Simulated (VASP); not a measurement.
# Rh (Im-3m) in VASP: a series of runs

Runs on Rh. Level: PBEsol+D3(BJ). Tasks: single point, relaxation of cell and atoms.

Program: VASP 6.6.1. These are calculated values, not measurements. Logs are shortened: lines on timing, memory, paths and dates and some standing lists are left out, and cuts for length are marked.

### Step 1. The cell of the first run

Symmetry: Im-3m, No. 229, cubic system. The conventional cell has a = 3.002 Å, b = 3.002 Å, c = 3.002 Å, α = 90.00°, β = 90.00°, γ = 90.00°. Rh (site symmetry m-3m) has 14 Rh at 2.60 to 3.00 Å within 3.4 Å.

### Step 2. Single point, PBEsol+D3(BJ)

Input file INCAR:

```
SYSTEM = Rh
PREC = Accurate
ENCUT = 520
EDIFF = 1E-6
ISMEAR = 1
SIGMA = 0.1
LREAL = .False.
LASPH = .True.
NELM = 100
ALGO = Normal
ISIF = 2
LWAVE = .False.
LCHARG = .True.
GGA = PS
IVDW = 12
LELF = .True.
LVHAR = .True.
NBANDS = 14
```

Input file KPOINTS:

```
Automatic mesh
0
Gamma
  11 11 11
  0 0 0
```

Input file POSCAR:

```
Rh
1.0
    1.5010875310      1.5010875310      1.5010875310
   -1.5010875310      1.5010875310      1.5010875310
   -1.5010875310     -1.5010875310      1.5010875310
Rh
1
Direct
    0.0000000000      0.0000000000      0.0000000000
```

Potentials or basis: VASP PAW PBE potentials, release 64 (Rh_pv).

Launch:

```console
$ cat potpaw_PBE.64/Rh_pv/POTCAR > POTCAR
$ mpirun -np 1 vasp_std > vasp.out
```

OUTCAR:

```text
SYSTEM = Rh
   PREC = Accurate
   ENCUT = 520
   EDIFF = 1E-6
   ISMEAR = 1
   LREAL = .False.
   LASPH = .True.
   NELM = 100
   ISIF = 2
   GGA = PS
   IVDW = 12
 IVDW          = 12

 ion  position               nearest neighbor table
   1  0.000  0.000  0.000-

  LATTYP: Found a body centered cubic cell.
 ALAT       =     3.0021750620

  Lattice vectors:

 A1 = (   1.5010875310,  -1.5010875310,  -1.5010875310)
 A2 = (   1.5010875310,   1.5010875310,   1.5010875310)
 A3 = (  -1.5010875310,  -1.5010875310,   1.5010875310)

Analysis of symmetry for initial positions (statically):
=====================================================================
 Subroutine PRICEL returns:
 Original cell was already a primitive cell.

 Routine SETGRP: Setting up the symmetry group for a
 body centered cubic supercell.

 Subroutine GETGRP returns: Found 48 space group operations
 (whereof 48 operations were pure point group operations)
 out of a pool of 48 trial point group operations.

The static configuration has the point symmetry O_h .

Analysis of symmetry for dynamics (positions and initial velocities):
=====================================================================
 Subroutine PRICEL returns:
 Original cell was already a primitive cell.

 Routine SETGRP: Setting up the symmetry group for a
 body centered cubic supercell.

 Subroutine GETGRP returns: Found 48 space group operations
 (whereof 48 operations were pure point group operations)
 out of a pool of 48 trial point group operations.

The dynamic configuration has the point symmetry O_h .

 Subroutine INISYM returns: Found 48 space group operations
 (whereof 48 operations are pure point group operations),
 and found     1 'primitive' translations

----------------------------------------------------------------------------------------

                                     Primitive cell

  volume of cell :      13.5294

  direct lattice vectors                    reciprocal lattice vectors
     1.501087531  1.501087531  1.501087531     0.333091835  0.000000000  0.333091835
    -1.501087531  1.501087531  1.501087531    -0.333091835  0.333091835  0.000000000
    -1.501087531 -1.501087531  1.501087531     0.000000000 -0.333091835  0.333091835

  length of vectors
     2.599959870  2.599959870  2.599959870     0.471062990  0.471062990  0.471062990

  position of ions in fractional coordinates (direct lattice)
     0.000000000  0.000000000  0.000000000

  ion indices of the primitive-cell ions
   primitive index   ion index
                 1           1

[... 83 lines left out ...]
   NUPDOWN=      -1.0000    fix difference up-down
   EMIN   =  10.00;   EMAX   =-10.00  energy-range for DOS
   EFERMI =   0.00;   METHOD = LEGACY
   ISMEAR =     1;   SIGMA  =   0.10  broadening in eV -4-tet -1-fermi 0-gaus
   EFERMI_NEDOS =   21; number of points for ismear=-14 and -15
   IALGO  =     38    algorithm
   IMIX   =      4    mixing-type and parameters
     AMIX     =   0.40;   BMIX     =  1.00
     AMIX_MAG =   1.60;   BMIX_MAG =  1.00
  volume/ion in A,a.u.               =      13.53        91.30
  Fermi-wavevector in a.u.,A,eV,Ry     =   1.694387  3.201927 39.061602  2.870947
  Thomas-Fermi vector in A             =   2.775621
   LORBIT       =      0    0 simple, 1 ext, 2 COOP (PROOUT), +10 PAW based schemes
   GGA     = PS    functional components
   LHFCALC =     F    Hartree Fock is set to
   AEXX    =    0.0000 exact exchange contribution
   IVDW    =    12    specifies the selected vdW correction
   LEPSILON=     F    determine dielectric tensor
   LRPA    =     F    only Hartree local field effects (RPA)
 non-spin polarized calculation
 Methfessel and Paxton  Order N= 1 SIGMA  =   0.10
  energy-cutoff  :      520.00
  volume of cell :       13.53
 maximum number of plane-waves:       373
   NGX =  9   NGY =  9   NGZ =  9

 number of electron      14.9999995 magnetization

 Free energy of the ion-electron system (eV)
  ---------------------------------------------------
  ext. energy  EPLUGINS =         0.00000000
  ---------------------------------------------------
  free energy    TOTEN  =        -7.74111708 eV

  energy without entropy =       -7.73889710  energy(sigma->0) =       -7.74037709

 E-fermi :  11.8405     XC(G=0): -14.3039

 val. band max:       11.8349755091   @ k =   0.2727  -0.2727   0.1818
 cond. band min:      11.8548798336   @ k =   0.1818  -0.3636   0.0909
 fundamental gap:      0.0199043245
 Fermi energy:        11.8405273489

 k-point     1 :       0.0000    0.0000    0.0000
  band No.  band energies     occupation
      1     -34.1434      2.00000
      2     -34.1434      2.00000
      3     -34.1434      2.00000
      4       3.8837      2.00000
      5       8.8101      2.00000
      6       8.8101      2.00000
      7       8.8101      2.00000
      8      11.3987      2.00000
      9      11.3987      2.00000
     10      30.3316      0.00000
     11      30.3316      0.00000
     12      30.3316      0.00000
     13      32.6958      0.00000
     14      40.8101      0.00000
[... 377 lines left out ...]
      1     -34.8352      2.00000
      2     -34.4618      2.00000
      3     -34.2404      2.00000
      4       6.5225      2.00000
      5       7.8883      2.00000
      6       9.1843      2.00000
      7      10.7783      2.00000
      8      12.5920     -0.00000
      9      15.1027      0.00000
     10      23.2592      0.00000
     11      27.1153      0.00000
     12      30.4152      0.00000
     13      32.6981      0.00000
     14      35.3346      0.00000

 [... further k-points ...]

------------------------ aborting loop because EDIFF is reached ----------------------------------------

 Edisp (eV)   -0.61847

 E8    (eV) :    -0.4167

  FORCE on cell =-STRESS in cart. coord.  units (eV):
  Direction    XX          YY          ZZ          XY          YZ          ZX
  --------------------------------------------------------------------------------------
  -------------------------------------------------------------------------------------
  Total      -0.00287    -0.00287    -0.00287    -0.00000     0.00000    -0.00000
  in kB      -0.34026    -0.34026    -0.34026    -0.00000     0.00000    -0.00000
  external pressure =       -0.34 kB  Pullay stress =        0.00 kB

 VOLUME and BASIS-vectors are now :
 -----------------------------------------------------------------------------
  energy-cutoff  :      520.00
  volume of cell :       13.53
      direct lattice vectors                 reciprocal lattice vectors
     1.501087531  1.501087531  1.501087531     0.333091835  0.000000000  0.333091835
    -1.501087531  1.501087531  1.501087531    -0.333091835  0.333091835  0.000000000
    -1.501087531 -1.501087531  1.501087531     0.000000000 -0.333091835  0.333091835

 POSITION                                       TOTAL-FORCE (eV/Angst)
 -----------------------------------------------------------------------------------
      0.00000      0.00000      0.00000         0.000000     -0.000000     -0.000000
 -----------------------------------------------------------------------------------
    total drift:                               -0.000000      0.000000      0.000000

  FREE ENERGIE OF THE ION-ELECTRON SYSTEM (eV)
  ---------------------------------------------------
  free  energy   TOTEN  =        -8.3595862644 eV

  energy  without entropy=       -8.3573662847  energy(sigma->0) =       -8.35884627
```

OSZICAR:

```text
N       E                     dE             d eps       ncg     rms          rms(c)
DAV:   1     0.118611233123E+03    0.11861E+03   -0.87735E+03  1568   0.115E+03
DAV:   2    -0.676721236061E+01   -0.12538E+03   -0.11954E+03  1694   0.339E+02
DAV:   3    -0.825127316464E+01   -0.14841E+01   -0.14806E+01  1904   0.411E+01
DAV:   4    -0.825656555923E+01   -0.52924E-02   -0.52920E-02  1808   0.248E+00
DAV:   5    -0.825661241492E+01   -0.46856E-04   -0.46854E-04  1874   0.206E-01    0.119E+01
DAV:   6    -0.776442222674E+01    0.49219E+00   -0.84339E-01  1658   0.124E+01    0.433E+00
DAV:   7    -0.774529089295E+01    0.19131E-01   -0.18446E-02  1886   0.159E+00    0.199E+00
DAV:   8    -0.774119682261E+01    0.40941E-02   -0.32731E-03  1634   0.768E-01    0.178E-01
DAV:   9    -0.774111303148E+01    0.83791E-04   -0.54684E-05  1826   0.990E-02    0.331E-02
DAV:  10    -0.774111716980E+01   -0.41383E-05   -0.18767E-06  1560   0.170E-02    0.418E-03
DAV:  11    -0.774111707863E+01    0.91178E-07   -0.91209E-08   892   0.378E-03
   1 F= -.83595863E+01 E0= -.83588463E+01  d E =-.221998E-02
```

stdout:

```text
POSCAR found type information on POSCAR Rh
 POSCAR found :  1 types and       1 ions
 scaLAPACK will be used
 -----------------------------------------------------------------------------
|                                                                             |
|                                                                             |
|     You enforced a specific xc type in the INCAR file but a different       |
|     I HOPE YOU KNOW WHAT YOU ARE DOING!                                     |
|                                                                             |
 -----------------------------------------------------------------------------

 LDA part: xc-table for (Slater+PW92), standard interpolation
 POSCAR, INCAR and KPOINTS ok, starting setup
 FFT: planning ... GRIDC
 FFT: planning ... GRID_SOFT
 FFT: planning ... GRID
 WAVECAR not read
 entering main loop
```

Run time: 5.6 s. Hardware: 1 thread of Intel Xeon Platinum 8488C (Sapphire Rapids), shared host; peak memory 0.14 GiB.

What came out:

| Item | Value |
| --- | --- |
| Free energy | -8.3596 eV |
| Pressure | 0.0 GPa |
| Dispersion energy per atom | -0.618 eV |

Caveat: the PAW data sets were made with another functional, which shifts forces and pressure a little; pairwise dispersion overbinds metals, which lowers pressure and volume.

### Step 3. Relaxation of cell and atoms, PBEsol+D3(BJ)

This run uses another cell than the first one, of 13.64 Å³/atom, 1.008 times its volume.

Input file INCAR:

```
ALGO = Normal
EDIFF = 1E-7
EDIFFG = -0.01
ENCUT = 600
GGA = PS
IBRION = 2
ISIF = 3
ISMEAR = 1
IVDW = 12
LASPH = T
LCHARG = F
LREAL = F
LWAVE = F
NELM = 100
NSW = 80
PREC = Accurate
SIGMA = 0.1
```

Input file KPOINTS:

```
k-points
0
Gamma
  11 11 11
```

Input file POSCAR:

```
Rh
1.0
    1.5050000000      1.5050000000      1.5050000000
   -1.5050000000      1.5050000000      1.5050000000
   -1.5050000000     -1.5050000000      1.5050000000
Rh
1
Direct
    0.0000000000      0.0000000000      0.0000000000
```

Potentials or basis: VASP PAW PBE potentials, release 64 (Rh_pv).

Launch:

```console
$ cat potpaw_PBE.64/Rh_pv/POTCAR > POTCAR
$ mpirun -np 1 vasp_std > vasp.out
```

OUTCAR:

```text
EDIFF = 1E-7
   EDIFFG = -0.01
   ENCUT = 600
   GGA = PS
   IBRION = 2
   ISIF = 3
   ISMEAR = 1
   IVDW = 12
   LASPH = T
   LREAL = F
   NELM = 100
   NSW = 80
   PREC = Accurate
 IVDW          = 12

 ion  position               nearest neighbor table
   1  0.000  0.000  0.000-

  LATTYP: Found a body centered cubic cell.
 ALAT       =     3.0100000000

  Lattice vectors:

 A1 = (   1.5050000000,  -1.5050000000,  -1.5050000000)
 A2 = (   1.5050000000,   1.5050000000,   1.5050000000)
 A3 = (  -1.5050000000,  -1.5050000000,   1.5050000000)

Analysis of symmetry for initial positions (statically):
=====================================================================
 Subroutine PRICEL returns:
 Original cell was already a primitive cell.

 Routine SETGRP: Setting up the symmetry group for a
 body centered cubic supercell.

 Subroutine GETGRP returns: Found 48 space group operations
 (whereof 48 operations were pure point group operations)
 out of a pool of 48 trial point group operations.

The static configuration has the point symmetry O_h .

Analysis of symmetry for dynamics (positions and initial velocities):
=====================================================================
 Subroutine PRICEL returns:
 Original cell was already a primitive cell.

 Routine SETGRP: Setting up the symmetry group for a
 body centered cubic supercell.

 Subroutine GETGRP returns: Found 48 space group operations
 (whereof 48 operations were pure point group operations)
 out of a pool of 48 trial point group operations.

[... 146 lines left out ...]
  free energy    TOTEN  =        -7.74541480 eV

  energy without entropy =       -7.74315940  energy(sigma->0) =       -7.74466300

------------------------ aborting loop because EDIFF is reached ----------------------------------------

 Edisp (eV)   -0.61362

 E8    (eV) :    -0.4134
[... 69 lines left out ...]
--------------------------------------- Ionic step        3  -------------------------------------------

 number of electron      15.0000002 magnetization

 Free energy of the ion-electron system (eV)
  ---------------------------------------------------
  ext. energy  EPLUGINS =         0.00000000
  ---------------------------------------------------
  free energy    TOTEN  =        -7.74115418 eV

  energy without entropy =       -7.73893457  energy(sigma->0) =       -7.74041431

 E-fermi :  11.8478     XC(G=0): -14.3063

 val. band max:       11.8421317132   @ k =   0.2727  -0.2727   0.1818
 cond. band min:      11.8621187661   @ k =   0.1818  -0.3636   0.0909
 fundamental gap:      0.0199870528
 Fermi energy:        11.8477580564

 k-point     1 :       0.0000    0.0000    0.0000
  band No.  band energies     occupation
      1     -34.1368      2.00000
      2     -34.1368      2.00000
      3     -34.1368      2.00000
      4       3.8885      2.00000
      5       8.8154      2.00000
      6       8.8154      2.00000
      7       8.8154      2.00000
      8      11.4057      2.00000
      9      11.4057      2.00000
     10      30.3398      0.00000
     11      30.3398      0.00000
[... 309 lines left out ...]
 k-point    24 :       0.4545    0.1818    0.0909
  band No.  band energies     occupation
      1     -34.8295      2.00000
      2     -34.4556      2.00000
      3     -34.2339      2.00000
      4       6.5268      2.00000
      5       7.8932      2.00000
      6       9.1900      2.00000
      7      10.7849      2.00000
      8      12.5998     -0.00000
      9      15.1117      0.00000
     10      23.2712      0.00000
     11      27.1263      0.00000

 [... further k-points ...]

------------------------ aborting loop because EDIFF is reached ----------------------------------------

 Edisp (eV)   -0.61873

 E8    (eV) :    -0.4169
[... 24 lines left out ...]
  FREE ENERGIE OF THE ION-ELECTRON SYSTEM (eV)
  ---------------------------------------------------
  free  energy   TOTEN  =        -8.3598803819 eV

  energy  without entropy=       -8.3576607784  energy(sigma->0) =       -8.35914051

 reached required accuracy - stopping structural energy minimisation
```

Run time: 12 s. Hardware: 1 thread of Intel Xeon Platinum 8488C (Sapphire Rapids), shared host; peak memory 0.16 GiB.

What came out:

```
Free energy                            : -8.3599 eV
Relaxed volume                         : 13.52 Å³/atom
Relaxed cell                           : a = 2.600 Å, b = 2.600 Å, c = 2.600 Å, α = 70.53°, β = 109.47°, γ = 70.53°
Space group after relaxing (to 0.05 Å) : Im-3m (No. 229)
Energy gained by relaxing              : 0.8 meV/atom
Ionic steps                            : 3
Pressure after relaxing                : 0.0 GPa
Dispersion energy per atom             : -0.619 eV
```

The path:
```csv
step,energy change (eV),largest force (eV/Å),pressure (GPa),volume (Å³)
1,0.0000,0.0000,-2.37,13.64
2,0.0047,0.0000,6.51,13.24
3,-0.0008,0.0000,-0.01,13.52
```

Final structure:
```xyz
1
Lattice="1.5009 1.5009 1.5009 -1.5009 1.5009 1.5009 -1.5009 -1.5009 1.5009" Properties=species:S:1:pos:R:3 pbc="T T T"
Rh    0.0000    0.0000    0.0000
```

Caveat: the PAW data sets were made with another functional, which shifts forces and pressure a little; pairwise dispersion overbinds metals, which lowers pressure and volume.
